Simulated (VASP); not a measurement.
# Pd (Im-3m) in VASP: further runs

Pd is run at these levels: PBEsol; tasks: single point.

Program: VASP 6.6.1. These are calculated values, not measurements. Logs are shortened: lines on timing, memory, paths and dates and some standing lists are left out, and cuts for length are marked.

## 1. The cell of the first run

Symmetry: Im-3m, No. 229, cubic system. Conventional cell: a = 3.204 Å, b = 3.204 Å, c = 3.204 Å, α = 90.00°, β = 90.00°, γ = 90.00°. Within 3.7 Å of Pd (site symmetry m-3m) lie 14 Pd at 2.77 to 3.20 Å.

## 2. Single point, PBEsol, collinear spin, ferromagnetic start (volume scaled by 1.12)

INCAR

```
SYSTEM = Pd
PREC = Accurate
ENCUT = 520
EDIFF = 1E-7
ISMEAR = -1
SIGMA = 0.05
LREAL = .FALSE.
LASPH = .TRUE.
NELM = 150
ALGO = Normal
ISIF = 2
LWAVE = .FALSE.
LCHARG = .FALSE.
ISPIN = 2
MAGMOM = 0.5
LORBIT = 11
LMAXMIX = 4
GGA = PS
NBANDS = 15
```

KPOINTS

```
Automatic mesh
0
G
  16 16 16
  0 0 0
```

POSCAR

```
Pd
1.0
   -1.6018150436      1.6018150436      1.6018150436
    1.6018150436     -1.6018150436      1.6018150436
    1.6018150436      1.6018150436     -1.6018150436
Pd
1
Direct
    0.0000000000      0.0000000000      0.0000000000
```

Potentials or basis: VASP PAW PBE potentials, release 64 (Pd).

On the command line:

```
> cat potpaw_PBE.64/Pd/POTCAR > POTCAR
> mpirun -np 1 vasp_std > vasp.out
```

OUTCAR:

```text
SYSTEM = Pd
   PREC = Accurate
   ENCUT = 520
   EDIFF = 1E-7
   ISMEAR = -1
   LREAL = .FALSE.
   LASPH = .TRUE.
   NELM = 150
   ISIF = 2
   ISPIN = 2
   LORBIT = 11
   GGA = PS

 ion  position               nearest neighbor table
   1  0.000  0.000  0.000-

  LATTYP: Found a body centered cubic cell.
 ALAT       =     3.2036300872

  Lattice vectors:

 A1 = (  -1.6018150436,   1.6018150436,   1.6018150436)
 A2 = (   1.6018150436,  -1.6018150436,   1.6018150436)
 A3 = (   1.6018150436,   1.6018150436,  -1.6018150436)

Analysis of symmetry for initial positions (statically):
=====================================================================
 Subroutine PRICEL returns:
 Original cell was already a primitive cell.

 Routine SETGRP: Setting up the symmetry group for a
 body centered cubic supercell.

 Subroutine GETGRP returns: Found 48 space group operations
 (whereof 48 operations were pure point group operations)
 out of a pool of 48 trial point group operations.

The static configuration has the point symmetry O_h .

Analysis of symmetry for dynamics (positions and initial velocities):
=====================================================================
 Subroutine PRICEL returns:
 Original cell was already a primitive cell.

 Routine SETGRP: Setting up the symmetry group for a
 body centered cubic supercell.

 Subroutine GETGRP returns: Found 48 space group operations
 (whereof 48 operations were pure point group operations)
 out of a pool of 48 trial point group operations.

The dynamic configuration has the point symmetry O_h .

Analysis of structural, dynamic, and magnetic symmetry:
=====================================================================
 Subroutine PRICEL returns:
 Original cell was already a primitive cell.

 Routine SETGRP: Setting up the symmetry group for a
 body centered cubic supercell.

 Subroutine GETGRP returns: Found 48 space group operations
 (whereof 48 operations were pure point group operations)
 out of a pool of 48 trial point group operations.

The overall configuration has the point symmetry O_h .

 Subroutine INISYM returns: Found 48 space group operations
 (whereof 48 operations are pure point group operations),
 and found     1 'primitive' translations

----------------------------------------------------------------------------------------

                                     Primitive cell

  volume of cell :      16.4398

  direct lattice vectors                    reciprocal lattice vectors
    -1.601815044  1.601815044  1.601815044     0.000000000  0.312145901  0.312145901
     1.601815044 -1.601815044  1.601815044     0.312145901  0.000000000  0.312145901
     1.601815044  1.601815044 -1.601815044     0.312145901  0.312145901  0.000000000

  length of vectors
     2.774425040  2.774425040  2.774425040     0.441440967  0.441440967  0.441440967

  position of ions in fractional coordinates (direct lattice)
     0.000000000  0.000000000  0.000000000

  ion indices of the primitive-cell ions
   primitive index   ion index
                 1           1

----------------------------------------------------------------------------------------

 KPOINTS: Automatic mesh

Automatic generation of k-mesh.
 Grid dimensions read from file:
 generate k-points for:   16   16   16

 Generating k-lattice:

  Cartesian coordinates                     Fractional coordinates (reciprocal lattice)
     0.000000000  0.019509119  0.019509119     0.062500000  0.000000000  0.000000000
     0.019509119  0.000000000  0.019509119     0.000000000  0.062500000  0.000000000
     0.019509119  0.019509119  0.000000000     0.000000000  0.000000000  0.062500000

  Length of vectors
     0.027590060  0.027590060  0.027590060

  Shift w.r.t. Gamma in fractional coordinates (k-lattice)
     0.000000000  0.000000000  0.000000000

 Subroutine IBZKPT returns following result:
 ===========================================

 Found    145 irreducible k-points:

 Following reciprocal coordinates:
            Coordinates               Weight
  0.000000  0.000000  0.000000      1.000000
  0.062500  0.000000  0.000000     12.000000
  0.125000  0.000000  0.000000     12.000000
  0.187500  0.000000  0.000000     12.000000
  0.250000  0.000000  0.000000     12.000000
  0.312500  0.000000  0.000000     12.000000
[... 16 lines left out ...]
  0.187500  0.187500  0.000000     24.000000
  0.250000  0.187500  0.000000     48.000000
 [... further k-points ...]
   k-points           NKPTS =    145   k-points in BZ     NKDIM =    145   number of bands    NBANDS=     15
   number of dos      NEDOS =    301   number of ions     NIONS =      1
   total plane-waves  NPLWV =  13824
   dimension x,y,z NGX =    24 NGY =   24 NGZ =   24
   dimension x,y,z NGXF=    48 NGYF=   48 NGZF=   48
   ions per type =               1
   NGX,Y,Z   is equivalent  to a cutoff of  14.38, 14.38, 14.38 a.u.
   NGXF,Y,Z  is equivalent  to a cutoff of  28.76, 28.76, 28.76 a.u.
 SYSTEM =  Pd
   PREC   = accura    normal or accurate (medium, high low for compatibility)
   ISTART =      0    job   : 0-new  1-cont  2-samecut
   ICHARG =      2    charge: 1-file 2-atom 10-const
   ISPIN  =      2    spin polarized calculation?
   LNONCOLLINEAR =      F non collinear calculations
   LSORBIT =      F    spin-orbit coupling
   LASPH  =      T    aspherical Exc in radial PAW
   ENCUT  =  520.0 eV  38.22 Ry    6.18 a.u.   5.16  5.16  5.16*2*pi/ulx,y,z
   NELM   =    150;   NELMIN=  2; NELMDL= -5     # of ELM steps
   EDIFF  = 0.1E-06   stopping-criterion for ELM
   LREAL  =      F    real-space projection
   EDIFFG = 0.1E-05   stopping-criterion for IOM
   NSW    =      0    number of steps for IOM
   IBRION =     -1    ionic relax: 0-MD 1-quasi-New 2-CG
   NFREE  =      0    steps in history (QN), initial steepest desc. (CG)
   ISIF   =      2    stress and relaxation
   ISYM   =      2    0-nonsym 1-usesym 2-fastsym
   POTIM  = 0.5000    time-step for ionic-motion
   TEBEG  =    0.0;   TEEND  =   0.0 temperature during run
   PSTRESS=    0.0 pullay stress
   NELECT =      10.0000    total number of electrons
   NUPDOWN=      -1.0000    fix difference up-down
   EMIN   =  10.00;   EMAX   =-10.00  energy-range for DOS
   EFERMI =   0.00;   METHOD = LEGACY
   ISMEAR =    -1;   SIGMA  =   0.05  broadening in eV -4-tet -1-fermi 0-gaus
   EFERMI_NEDOS =   21; number of points for ismear=-14 and -15
   IALGO  =     38    algorithm
   IMIX   =      4    mixing-type and parameters
     AMIX     =   0.40;   BMIX     =  1.00
     AMIX_MAG =   1.60;   BMIX_MAG =  1.00
  volume/ion in A,a.u.               =      16.44       110.94
  Fermi-wavevector in a.u.,A,eV,Ry     =   1.387104  2.621247 26.178405  1.924058
  Thomas-Fermi vector in A             =   2.511357
   LORBIT       =     11    0 simple, 1 ext, 2 COOP (PROOUT), +10 PAW based schemes
   GGA     = PS    functional components
   LHFCALC =     F    Hartree Fock is set to
   AEXX    =    0.0000 exact exchange contribution
   IVDW    =     0    specifies the selected vdW correction
   LEPSILON=     F    determine dielectric tensor
   LRPA    =     F    only Hartree local field effects (RPA)
 spin polarized calculation
  energy-cutoff  :      520.00
  volume of cell :       16.44
 maximum number of plane-waves:       466
 NGX is ok and might be reduce to    24
   NGX = 11   NGY = 11   NGZ = 11

 number of electron      10.0000000 magnetization       0.5000000

 number of electron       9.9999998 magnetization      -0.0026089

 number of electron       9.9999998 magnetization       0.0002028

 Free energy of the ion-electron system (eV)
  ---------------------------------------------------
  ext. energy  EPLUGINS =         0.00000000
  ---------------------------------------------------
  free energy    TOTEN  =        -5.80501677 eV

  energy without entropy =       -5.79260202  energy(sigma->0) =       -5.79880940

 E-fermi :   7.9121     XC(G=0): -12.7109

 val. band max:        7.9056175927   @ k =  -0.3750   0.4375   0.1250
 cond. band min:       7.9274940687   @ k =   0.5000   0.5000   0.4375
 fundamental gap:      0.0218764760
 Fermi energy:         7.9120833634

 spin component 1

 k-point     1 :       0.0000    0.0000    0.0000
  band No.  band energies     occupation
      1       1.4763      1.00000
      2       5.3919      1.00000
      3       5.3919      1.00000
      4       5.3919      1.00000
      5       7.1101      1.00000
      6       7.1101      1.00000
      7      26.9449      0.00000
      8      26.9449      0.00000
      9      26.9449      0.00000
     10      34.3960      0.00000
     11      34.3960      0.00000
     12      34.6370      0.00000
     13      35.1621      0.00000
     14      35.1621      0.00000
     15      35.1621      0.00000
[... 397 lines left out ...]
 k-point    24 :       0.2500    0.1875    0.0000
  band No.  band energies     occupation
      1       4.0217      1.00000
      2       4.7478      1.00000
      3       5.5269      1.00000
      4       6.8126      1.00000
      5       7.3854      0.99997
      6       9.3158      0.00000
      7      19.1858      0.00000
      8      20.8497      0.00000
      9      25.0491      0.00000
     10      29.5342      0.00000
     11      33.0683      0.00000
     12      34.6829      0.00000
     13      35.8076      0.00000
     14      38.4229      0.00000
     15      39.4652      0.00000

 [... further k-points ...]

 spin component 2

 k-point     1 :       0.0000    0.0000    0.0000
  band No.  band energies     occupation
      1       1.4763      1.00000
      2       5.3920      1.00000
      3       5.3920      1.00000
      4       5.3920      1.00000
      5       7.1102      1.00000
      6       7.1102      1.00000
      7      26.9449      0.00000
      8      26.9449      0.00000
      9      26.9449      0.00000
     10      34.3960      0.00000
     11      34.3960      0.00000
     12      34.6373      0.00000
     13      35.1622      0.00000
     14      35.1622      0.00000
     15      35.1622      0.00000
[... 397 lines left out ...]
 k-point    24 :       0.2500    0.1875    0.0000
  band No.  band energies     occupation
      1       4.0218      1.00000
      2       4.7479      1.00000
      3       5.5270      1.00000
      4       6.8127      1.00000
      5       7.3855      0.99997
      6       9.3159      0.00000
      7      19.1858      0.00000
      8      20.8497      0.00000
      9      25.0492      0.00000
     10      29.5342      0.00000
     11      33.0683      0.00000
     12      34.6831      0.00000
     13      35.8076      0.00000
     14      38.4230      0.00000
     15      39.4653      0.00000

 [... further k-points ...]
[... 5 lines left out ...]
  --------------------------------------------------------------------------------------
  -------------------------------------------------------------------------------------
  Total       -1.7161264     -1.7161264     -1.7161264     -0.0000000      0.0000000     -0.0000000
  in kB     -167.2486996   -167.2486996   -167.2486996     -0.0000000      0.0000000     -0.0000000
  external PRESSURE =    -167.2486996 kB  Pullay stress =       0.0000000 kB

 VOLUME and BASIS-vectors are now :
 -----------------------------------------------------------------------------
  energy-cutoff  :      520.00
  volume of cell :       16.44
      direct lattice vectors                 reciprocal lattice vectors
    -1.601815044  1.601815044  1.601815044     0.000000000  0.312145901  0.312145901
     1.601815044 -1.601815044  1.601815044     0.312145901  0.000000000  0.312145901
     1.601815044  1.601815044 -1.601815044     0.312145901  0.312145901  0.000000000

 POSITION                                       TOTAL-FORCE (eV/Angst)
 -----------------------------------------------------------------------------------
      0.00000      0.00000      0.00000        -0.000000      0.000000     -0.000000
 -----------------------------------------------------------------------------------
    total drift:                               -0.000000      0.000000      0.000000

  FREE ENERGIE OF THE ION-ELECTRON SYSTEM (eV)
  ---------------------------------------------------
  free  energy   TOTEN  =        -5.8050167708 eV

  energy  without entropy=       -5.7926020222  energy(sigma->0) =       -5.79880940

 total charge

# of ion       s       p       d       tot
------------------------------------------
    1        0.428   0.371   8.435   9.234

 magnetization (x)

# of ion       s       p       d       tot
------------------------------------------
    1       -0.000  -0.000   0.000   0.000
```

Wall time 32 s (1 thread of Intel Xeon Platinum 8559C (Emerald Rapids), shared host); peak memory 0.18 GiB.

What came out:

| Quantity | Value |
| --- | --- |
| Free energy | -5.8050 eV |
| Pressure | -16.7 GPa |
| Band gap on the k mesh | zero (filled and empty bands overlap) |
| Net moment | 0.00 μB per cell |
| Valence electrons inside the program's atomic spheres | Pd 9.23 |

Levels at points of the mesh, in eV from the Fermi level:
Spin up:
```tsv
k point	band 2	band 3	band 4	band 5	band 6	band 7	band 8	band 9
(0.00, 0.00, 0.00)	-2.52	-2.52	-2.52	-0.80	-0.80	19.03	19.03	19.03
(0.50, 0.00, 0.00)	-3.54	-0.88	-0.61	0.49	1.50	7.03	14.77	16.69
(0.50, 0.50, 0.50)	-4.43	0.17	0.17	0.17	8.74	8.74	8.74	15.89
```
Spin down:
```
           k point  band 3  band 4  band 5  band 6  band 7  band 8
(0.00, 0.00, 0.00)   -2.52   -2.52   -0.80   -0.80   19.03   19.03
(0.50, 0.00, 0.00)   -0.88   -0.61    0.49    1.50    7.03   14.77
(0.50, 0.50, 0.50)    0.17    0.17    0.17    8.74    8.74    8.74
```

Caveat: the cell differs from its parent crystal (volume scaled by 1.12); the PAW data sets were made with another functional, which shifts forces and pressure a little.

## 3. Single point, PBEsol, collinear spin, ferromagnetic start

This run uses another cell than the first one, of 14.68 Å³/atom, 0.893 times its volume.

INCAR

```
PREC     = Accurate       # precision mode
ENCUT    = 520            # plane-wave cutoff, eV
EDIFF    = 1E-6           # SCF threshold, eV
ISMEAR   = -1             # smearing method
SIGMA    = 0.05           # smearing width, eV
LREAL    = False          # projectors in reciprocal space
LASPH    = True           # aspherical terms in the spheres
NELM     = 150            # most SCF steps
ALGO     = Normal         # electronic algorithm
ISIF     = 2              # what is computed and relaxed
LWAVE    = False          # write WAVECAR
LCHARG   = False          # write CHGCAR
ISPIN    = 2              # spin polarisation
MAGMOM   = 0.5            # initial moments
LORBIT   = 11             # projections on sites
LMAXMIX  = 4              # l up to which the mixer works
GGA      = PS             # functional
NBANDS   = 15             # bands
```

KPOINTS

```
regular mesh
0
Gamma
  23 23 23
```

POSCAR

```
Pd
1.0
   -1.5424331855      1.5424331855      1.5424331855
    1.5424331855     -1.5424331855      1.5424331855
    1.5424331855      1.5424331855     -1.5424331855
Pd
1
Direct
    0.0000000000      0.0000000000      0.0000000000
```

Potentials or basis: VASP PAW PBE potentials, release 64 (Pd).

On the command line:

```
> cat potpaw_PBE.64/Pd/POTCAR > POTCAR
> mpirun -np 1 vasp_std > vasp.out
```

It took 69 s on 1 thread of Intel Xeon Platinum 8559C (Emerald Rapids), shared host; peak memory 0.23 GiB.

Results (log left out):

| Quantity | Value |
| --- | --- |
| Free energy | -5.9128 eV |
| Pressure | -0.6 GPa |
| Band gap on the k mesh | zero (filled and empty bands overlap) |
| Net moment | 0.00 μB per cell |
| Valence electrons inside the program's atomic spheres | Pd 9.45 |

Levels at points of the mesh, in eV from the Fermi level:
Spin up:
| k point | band 3 | band 4 | band 5 | band 6 | band 7 | band 8 |
| --- | --- | --- | --- | --- | --- | --- |
| (0.00, 0.00, 0.00) | -2.99 | -2.99 | -0.95 | -0.95 | 19.35 | 19.35 |
Spin down:
```
           k point  band 1  band 2  band 3  band 4  band 5  band 6  band 7  band 8  band 9  band 10
(0.00, 0.00, 0.00)   -7.26   -2.99   -2.99   -2.99   -0.95   -0.95   19.35   19.35   19.35    26.27
```

Caveat: the PAW data sets were made with another functional, which shifts forces and pressure a little.

## 4. Single point, PBEsol, collinear spin, antiferromagnetic start (volume scaled by 0.88)

INCAR

```
SYSTEM = Pd
PREC = Accurate
ENCUT = 520
EDIFF = 1E-6
ISMEAR = -1
SIGMA = 0.05
LREAL = .False.
LASPH = .True.
NELM = 150
ALGO = Normal
ISIF = 2
LWAVE = .False.
LCHARG = .False.
ISPIN = 2
MAGMOM = 0.5 -0.5
LORBIT = 11
LMAXMIX = 4
GGA = PS
NBANDS = 21
```

KPOINTS

```
regular mesh
0
Gamma
  12 12 12
  0 0 0
```

POSCAR

```
Pd
1.0
    2.9543086838      0.0000000000      0.0000000000
    0.0000000000      2.9543086838      0.0000000000
    0.0000000000      0.0000000000      2.9543086838
Pd
2
Direct
    0.0000000000      0.0000000000      0.0000000000
    0.5000000000      0.5000000000      0.5000000000
```

On the command line:

```
> cat potpaw_PBE.64/Pd/POTCAR > POTCAR
> mpirun -np 1 vasp_std > vasp.out
```

Run time: 41 s. Hardware: 1 thread of Intel Xeon Platinum 8259CL at 2.50GHz (Skylake/Cascade Lake), shared host; peak memory 0.19 GiB.

It converged, with:

```
Free energy                                           : -11.4765 eV
Pressure                                              : 35.7 GPa
Band gap on the k mesh                                : zero (filled and empty bands overlap)
Net moment                                            : 0.00 μB per cell
Valence electrons inside the program's atomic spheres : Pd 9.77
```

Levels at points of the mesh, in eV from the Fermi level:
Spin up:
```
           k point  band 6  band 7  band 8  band 9  band 10  band 11  band 12  band 13  band 14  band 15
(0.00, 0.00, 0.00)   -3.64   -1.17   -1.17    0.33     0.33     0.33     9.72     9.72     9.72    19.49
(0.50, 0.00, 0.00)   -2.88   -2.88   -2.88   -1.84    -1.84     0.81     0.81    17.97    17.97    18.64
(0.50, 0.50, 0.00)   -1.24   -0.84   -0.84    0.83     0.83     1.10     1.10     9.20     9.20    15.35
(0.50, 0.50, 0.50)   -4.42   -0.77   -0.77   -0.77    -0.77     9.84     9.84    10.41    10.41    10.41
```
Spin down:
```tsv
k point	band 6	band 7	band 8	band 9	band 10	band 11	band 12	band 13	band 14	band 15
(0.00, 0.00, 0.00)	-3.64	-1.17	-1.17	0.33	0.33	0.33	9.72	9.72	9.72	19.49
(0.50, 0.00, 0.00)	-2.88	-2.88	-2.88	-1.84	-1.84	0.81	0.81	17.97	17.97	18.64
(0.50, 0.50, 0.00)	-1.24	-0.84	-0.84	0.83	0.83	1.10	1.10	9.20	9.20	15.35
(0.50, 0.50, 0.50)	-4.42	-0.77	-0.77	-0.77	-0.77	9.84	9.84	10.41	10.41	10.41
```

Caveat: the cell differs from its parent crystal (volume scaled by 0.88); the PAW data sets were made with another functional, which shifts forces and pressure a little.

[end of part 1 of 2]
